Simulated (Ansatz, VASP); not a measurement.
# Si in VASP and in Ansatz

```
Si
1.0
     0.00000    5.43000    5.43000
     5.43000    0.00000    5.43000
     5.43000    5.43000    0.00000
Si
17
Direct
  0.99414 0.00182 0.00210
  0.12220 0.12805 0.12799
  0.00035 0.99899 0.50038
  0.12193 0.12801 0.62205
  0.00060 0.50032 0.99865
  0.12228 0.62154 0.12806
  0.00042 0.50024 0.50046
  0.12493 0.62513 0.62489
  0.50236 0.00203 0.00240
  0.62554 0.12400 0.12582
  0.50197 0.00175 0.49442
  0.62799 0.12803 0.62227
  0.50254 0.49254 0.00259
  0.62823 0.62162 0.12822
  0.49870 0.50029 0.50060
  0.62805 0.62150 0.62237
  0.37553 0.87401 0.87578
```

Alike in both runs: functional PBE; k mesh 2 × 2 × 2; occupations gaussian, width 0.02 eV; no spin polarisation.

Ansatz relaxed the structure, and its values are those at the end. VASP's run is a single point on that final structure, the one shown.

|  | VASP | Ansatz |
| --- | --- | --- |
| version | VASP 6.6.1 | Ansatz 0.2.0 |
| potentials or method | VASP PAW PBE potentials, release 64 (Si), cutoff 520 eV | scalar-relativistic, plane waves, PAW |
| valence electrons in the cell | 68 | 68 |

|  | VASP | Ansatz | Ansatz less VASP |
| --- | --- | --- | --- |
| rms of the force components (eV/Å) | 0.008 | 0.008 | +0.0002 |

The k mesh is coarse, so the values compare programs but aren't converged.
